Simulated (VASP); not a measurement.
Ag, 6 atoms in the cell. Symmetry: Fm-3m, No. 225, cubic system. The conventional cell has a = 4.000 Å, b = 4.000 Å, c = 4.000 Å, α = 90.00°, β = 90.00°, γ = 90.00°. Ag (site symmetry m-3m) has 12 Ag at 2.83 Å within 3.7 Å. 

| Item | Value |
| --- | --- |
| Program | VASP 6.6.1 |
| Task | single point |
| Functional | LDA |
| Potentials or basis | VASP PAW LDA potentials, release 64 (Ag) |
| Cutoff | 500 eV |
| k mesh | 6 × 13 × 8 |
| Occupations | fermi-dirac, width 0.05 eV |
| Spin | no spin polarisation |
| Dipole correction | no |
| Further INCAR settings | ALGO = Normal; EDIFF = 1e-06; NBANDS = 42 |

Potentials or basis: VASP PAW LDA potentials, release 64 (Ag).

Launch:

```bash
$ cat potpaw_LDA.64/Ag/POTCAR > POTCAR
$ mpirun -np 1 vasp_std > vasp.out
```

Hardware: 1 thread of Intel(R) Xeon(R) 6975P-C (Granite Rapids), on a shared host.

Estimate the wall time of this run.

Wall time 2.9 min on 1 thread of Intel(R) Xeon(R) 6975P-C (Granite Rapids), with other jobs on the host, peak memory 0.52 GiB. Counts: scf iterations 11, k points 182.
